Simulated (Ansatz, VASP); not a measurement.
## One calculation of Li2S, two programs

```
Li S
1.0
     0.00000    2.84529    2.84529
     2.84529    0.00000    2.84529
     2.84529    2.84529    0.00000
Li S
2 1
Cartesian
  1.4226 1.4226 1.4226
  4.2679 4.2679 4.2679
  0.0000 0.0000 0.0000
```

Alike in both runs: task single point; functional r2SCAN; k mesh 8 × 8 × 8; no spin polarisation.

```csv
,VASP,Ansatz
version,VASP 6.6.1,Ansatz 0.2.0
potentials or method,"VASP PAW PBE potentials, release 64 (Li_sv, S)","plane waves, PAW"
plane-wave cutoff (eV),830,500
occupations,"gaussian, width 0.01 eV",fixed
valence electrons in the cell,12,12
```

```tsv
	VASP	Ansatz	Ansatz less VASP
gap on the k mesh at the Fermi level (eV)	3.86	3.87	+0.017
pressure (GPa)	-0.2	0.0	+0.20
```

VASP's potentials were made for PBE, not for r2SCAN.
